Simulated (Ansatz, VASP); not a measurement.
## One calculation of CaSe, two programs

```xyz
2
Lattice="0.0000 3.2796 3.2796 3.4698 0.0000 3.2796 3.4698 3.2796 0.0000" Properties=species:S:1:pos:R:3 pbc="T T T"
Ca    0.0000    0.0000    0.0000
Se    1.7349    1.6398    1.6398
```

Change from the starting cell: uniaxial_x strain +5.8%.

Alike in both runs: task single point; functional r2SCAN; k mesh 6 × 6 × 6; no spin polarisation.

|  | VASP | Ansatz |
| --- | --- | --- |
| version | VASP 6.6.1 | Ansatz 0.2.0 |
| potentials or method | VASP PAW PBE potentials, release 64 (Ca_sv, Se) | plane waves, PAW |
| plane-wave cutoff (eV) | 520 | 500 |
| occupations | gaussian, width 0.01 eV | fixed |
| valence electrons in the cell | 16 | 26 |

Ansatz gave:

| Quantity | Value |
| --- | --- |
| gap on the k mesh at the Fermi level (eV) | 3.42 |
| pressure (GPa) | -1.8 |
| traceless stress, the component that is largest in VASP (GPa) | -0.40 |

**Question.** Which values does VASP return?

**Answer.** gap on the k mesh at the Fermi level (eV): 3.41; pressure (GPa): -1.7; traceless stress, the component that is largest in VASP (GPa): -0.38.

VASP's potentials were made for PBE, not for r2SCAN. VASP's potentials hold 16 valence electrons a cell and Ansatz's 26, so a difference there can come from the potentials and not from the codes.
